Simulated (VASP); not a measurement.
Write the native input for VASP 6.6.1 that does the following.

```
Task                            : G0W0 quasiparticle levels
Functional                      : PBE
Potentials or basis             : VASP PAW PBE potentials, release 64 (Ca_sv_GW, Se_GW)
Cutoff                          : 500 eV
k mesh                          : 6 × 6 × 6
Occupations                     : gaussian, width 0.01 eV
Spin                            : no spin polarisation
Dipole correction               : no
GW scheme                       : G0W0
GW iterations                   : 1
Cutoff of the response function : 80
Frequency points                : 96
Empty bands                     : 78
Further INCAR settings          : ALGO = EVGW0; EDIFF = 1e-08; NBANDS = 86
```

The system is CaSe.

```
Ca Se
1.0
     3.63478    0.00000    0.00000
     0.00000    3.63478    0.00000
     0.00000    0.00000    3.63478
Ca Se
1 1
Direct
  0.00000 0.00000 0.00000
  0.50000 0.50000 0.50000
```

The input as run:

POSCAR

```
CaSe
1.0
    3.6347849158      0.0000000000      0.0000000000
    0.0000000000      3.6347849158      0.0000000000
    0.0000000000      0.0000000000      3.6347849158
Ca Se
1 1
Direct
    0.0000000000      0.0000000000      0.0000000000
    0.5000000000      0.5000000000      0.5000000000
```

INCAR.step1

```
SYSTEM = CaSe
  PREC = Accurate
  ENCUT = 500
  EDIFF = 1E-8
  ISMEAR = 0
  SIGMA = 0.01
  LREAL = .FALSE.
  LASPH = .TRUE.
  NELM = 80
  ALGO = Normal
  LWAVE = .TRUE.
  LCHARG = .FALSE.
  GGA = PE
```

INCAR.step2

```
SYSTEM = CaSe
  PREC = Accurate
  ENCUT = 500
  EDIFF = 1E-8
  ISMEAR = 0
  SIGMA = 0.01
  LREAL = .FALSE.
  LASPH = .TRUE.
  NELM = 1
  ALGO = Exact
  LWAVE = .TRUE.
  LCHARG = .FALSE.
  GGA = PE
  NBANDS = 86
  LOPTICS = .TRUE.
  ISTART = 1
```

INCAR.step3

```
SYSTEM = CaSe
  PREC = Accurate
  ENCUT = 500
  EDIFF = 1E-8
  ISMEAR = 0
  SIGMA = 0.01
  LREAL = .FALSE.
  LASPH = .TRUE.
  ALGO = EVGW0
  LWAVE = .FALSE.
  LCHARG = .FALSE.
  GGA = PE
  NELMGW = 1
  NBANDS = 86
  ENCUTGW = 80.0
  NOMEGA = 96
  PRECFOCK = Fast
  ISTART = 1
  NBANDSGW = 16
  OMEGAMAX = 20
```

KPOINTS

```
regular mesh
0
G
  6 6 6
  0 0 0
```

Potentials or basis: VASP PAW PBE potentials, release 64 (Ca_sv_GW, Se_GW).

Launch:

```bash
$ cat potpaw_PBE.64/Ca_sv_GW/POTCAR potpaw_PBE.64/Se_GW/POTCAR > POTCAR
$ cp INCAR.step1 INCAR
$ mpirun -np 1 vasp_std > vasp.out
$ cp INCAR.step2 INCAR
$ mpirun -np 1 vasp_std > vasp.out
$ cp INCAR.step3 INCAR
$ mpirun -np 1 vasp_std > vasp.out
```

Results of the run:

```yaml
Quasiparticle_gap: 1.79 eV
Least_direct_quasiparticle_gap: 1.79 eV
Band_gap_of_the_starting_levels_on_the_mesh: 0.76 eV
Least_direct_gap_of_the_starting_levels_on_the_mesh: 0.76 eV
```

Caveat: bands, screening cutoff and mesh are small and nothing is extrapolated, so the quasiparticle values aren't converged; the structure was generated, so it needn't be the stable form of CaSe.

Wall time 13 min on 1 thread of AMD EPYC 7R13 Processor (Zen 3), with other jobs on the host, peak memory 0.69 GiB.
